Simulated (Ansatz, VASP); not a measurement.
## BaTiO3 in VASP and in Ansatz

Contents of INCAR:

```
ALGO = Normal ; EDIFF = 1E-6
ENCUT = 600 ; GGA = PE
GGA_COMPAT = F ; ISIF = 2
ISMEAR = 0 ; LASPH = T
LCHARG = F ; LREAL = F
LWAVE = F ; NBANDS = 28
NELM = 120 ; PREC = Accurate
SIGMA = 0.1
```

File KPOINTS:

```
k-points
0
Gamma
  4 4 4
```

The input POSCAR:

```
BaTiO3
1.0
    4.0194531619      0.0000000000      0.0000000000
    0.0000000000      4.0194531619      0.0000000000
    0.0000000000      0.0000000000      4.0194531619
Ba O Ti
1 3 1
Direct
    0.0000000000      0.0000000000      0.0000000000
    0.5000000000      0.5000000000      0.0000000000
    0.0000000000      0.5000000000      0.5000000000
    0.5000000000      0.0000000000      0.5000000000
    0.5000000000      0.5000000000      0.5000000000
```

Input for Ansatz:

```yaml
crystal:
  lattice:
    - [4.01945316, 0.0, 0.0]
    - [0.0, 4.01945316, 0.0]
    - [0.0, 0.0, 4.01945316]
  atoms:
    - { symbol: Ba, position: [0.0, 0.0, 0.0] }
    - { symbol: O, position: [0.5, 0.5, 0.0] }
    - { symbol: Ti, position: [0.5, 0.5, 0.5] }
    - { symbol: O, position: [0.0, 0.5, 0.5] }
    - { symbol: O, position: [0.5, 0.0, 0.5] }
basis:
  ecutwfc: 420
kpoints:
  mp_grid: { grid: [4, 4, 4] }
hamiltonian:
  xc: pbe
  pseudopotentials: { kind: paw, azcp: { folder: soft_1 } }
scf:
  occupations: { method: gaussian, width: 0.1 }
output:
  forces: true
  stress: true
  eigenvalues: true
```

Alike in both runs: task single point; functional PBE; k mesh 4 × 4 × 4; occupations gaussian, width 0.1 eV; no spin polarisation.

|  | VASP | Ansatz |
| --- | --- | --- |
| version | VASP 6.6.1 | Ansatz 0.2.0 |
| potentials or method | VASP PAW PBE potentials, release 64 (Ba_sv, O, Ti_sv), cutoff 600 eV | scalar-relativistic, plane waves, PAW |
| valence electrons in the cell | 40 | 40 |

|  | VASP | Ansatz | Ansatz less VASP |
| --- | --- | --- | --- |
| gap on the k mesh at the Fermi level (eV) | 1.70 | 1.77 | +0.067 |
| least direct gap on the mesh (eV) | 1.86 | 1.88 | +0.024 |
| pressure (GPa) | 1.6 | 0.0 | -1.53 |

With one functional, cell and mesh, what is left measures potentials, basis and numerics.

Neither program's run includes spin-orbit coupling.
